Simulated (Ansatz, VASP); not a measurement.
# NbCd3: VASP beside Ansatz

Contents of INCAR:

```
SYSTEM = NbCd3
ALGO = Normal ; EDIFF = 1E-6
ENCUT = 520 ; GGA = CA
ISIF = 2 ; ISMEAR = -1
LASPH = .True. ; LCHARG = .False.
LREAL = .False. ; LWAVE = .False.
NBANDS = 32 ; NELM = 80
PREC = Accurate ; SIGMA = 0.08
```

File KPOINTS:

```
k-points
0
Gamma
  9 9 9
  0 0 0
```

Contents of POSCAR:

```
NbCd3
1.0
    4.1307000000      0.0000000000      0.0000000000
    0.0000000000      4.1307000000      0.0000000000
    0.0000000000      0.0000000000      4.2150000000
Nb Cd
1 3
Direct
    0.0000000000      0.0000000000      0.0000000000
    0.0000000000      0.5000000000      0.5000000000
    0.5000000000      0.0000000000      0.5000000000
    0.5000000000      0.5000000000      0.0000000000
```

Input for Ansatz:

```yaml
crystal:
  lattice:
    - [4.1307, 0.0, 0.0]
    - [0.0, 4.1307, 0.0]
    - [0.0, 0.0, 4.215]
  atoms:
    - { symbol: Nb, position: [0.0, 0.0, 0.0] }
    - { symbol: Cd, position: [0.0, 0.5, 0.5] }
    - { symbol: Cd, position: [0.5, 0.0, 0.5] }
    - { symbol: Cd, position: [0.5, 0.5, 0.0] }
kpoints:
  mp_grid: { grid: [9, 9, 9] }
  band_path:
    path:
      - [0.0, 0.0, 0.0]
      - [0.0, 0.5, 0.0]
      - [0.5, 0.5, 0.0]
      - [0.0, 0.0, 0.0]
      - [0.0, 0.0, 0.5]
      - [0.0, 0.5, 0.5]
      - [0.5, 0.5, 0.5]
      - [0.0, 0.0, 0.5]
      - [0.0, 0.5, 0.0]
    npoints: 5
scf:
  occupations: { method: fermi_dirac, width: 0.08 }
hamiltonian:
  xc: lda
  pseudopotentials: { kind: all_electron, lapw: { basis_error: 0.0005 } }
output:
  forces: true
  stress: true
  eigenvalues: true
```

Change from the starting cell: equal xx and yy strain of -2 %.

Alike in both runs: task single point; functional LDA; k mesh 9 × 9 × 9; occupations fermi-dirac, width 0.08 eV; no spin polarisation.

|  | VASP | Ansatz |
| --- | --- | --- |
| version | VASP 6.6.1 | Ansatz 0.2.0 |
| potentials or method | VASP PAW LDA potentials, release 64 (Nb_sv, Cd), cutoff 520 eV | all-electron LAPW, scalar-relativistic |

Ansatz gave:

| Item | Value |
| --- | --- |
| pressure (GPa) | 2.4 |
| traceless stress, the component that is largest in VASP (GPa) | -1.19 |

**Question.** What did VASP give for the same quantities?

**Answer.** Pressure (GPa): 3.5; traceless stress, the component that is largest in VASP (GPa): -1.22.

LDA's correlation is that of Perdew and Zunger in VASP and of Perdew and Wang (1992) in Ansatz. Ansatz ran all-electron here, and VASP with PAW potentials.
